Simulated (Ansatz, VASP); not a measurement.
One calculation of WSe2, two programs

INCAR

```
SYSTEM = WSe2
PREC = Accurate ; ENCUT = 600
EDIFF = 1E-7 ; ISMEAR = 0
SIGMA = 0.02 ; LREAL = .FALSE.
LASPH = .TRUE. ; NELM = 60
ALGO = Normal ; ISIF = 3
LWAVE = .FALSE. ; LCHARG = .FALSE.
GGA = PS ; IVDW = 12
IBRION = 2 ; NSW = 100
EDIFFG = -0.005
```

Contents of KPOINTS:

```
Automatic mesh
0
G
  9 9 2
  0 0 0
```

File POSCAR:

```
WSe2
1.0
    3.3179375931      0.0000000000      0.0000000000
   -1.6589687966      2.8734182438      0.0000000000
    0.0000000000      0.0000000000     16.6581424200
W Se
1 2
Direct
    0.0000000000      0.0000000000      0.0000000000
    0.3333333300      0.6666666700      0.0997865200
    0.3333333300      0.6666666700      0.9002134800
```

Input for Ansatz:

```yaml
crystal:
  lattice:
    - [3.3179375931, 0.0, 0.0]
    - [-1.6589687966, 2.8734182438, 0.0]
    - [0.0, 0.0, 16.65814242]
  atoms:
    - { symbol: W, position: [0.0, 0.0, 0.0] }
    - { symbol: Se, position: [0.33333333, 0.66666667, 0.09978652] }
    - { symbol: Se, position: [0.33333333, 0.66666667, 0.90021348] }
basis:
  ecutwfc: 420
kpoints:
  mp_grid: { grid: [9, 9, 2] }
hamiltonian:
  xc: pbesol
  pseudopotentials: { kind: paw, azcp: { folder: soft_1 } }
  dispersion: d3bj
scf:
  occupations: { method: gaussian, width: 0.02 }
output:
  forces: true
  stress: true
  eigenvalues: true
relax:
  adjacent_minimum: "off"
  f_tol: 0.005
  max_steps: 80
  cell: { stress_tol: 0.05 }
```

Alike in both runs: task relaxation of cell and atoms; functional PBEsol; dispersion D3(BJ); k mesh 9 × 9 × 2; occupations gaussian, width 0.02 eV; no spin polarisation.

```csv
,VASP,Ansatz
version,VASP 6.6.1,Ansatz 0.2.0
potentials or method,"VASP PAW PBE potentials, release 64 (W_sv, Se), cutoff 600 eV","scalar-relativistic, plane waves, PAW"
valence electrons in the cell,26,46
```

|  | VASP | Ansatz | Ansatz less VASP |
| --- | --- | --- | --- |
| gap on the k mesh at the Fermi level, each at its own relaxed structure (eV) | 1.72 | 1.73 | +0.005 |
| relaxed volume (Å³/atom) | 50.79 | 50.45 | -0.340 |
| relaxed length of the cell vector where the two differ most in proportion (Å) | 16.725 | 16.641 | -0.0846 |

VASP's potentials were made for PBE, not for PBEsol, and Ansatz warns of the same on its side. VASP's potentials hold 26 valence electrons a cell and Ansatz's 46, so a difference there can come from the potentials and not from the codes.

Neither program's run includes spin-orbit coupling.
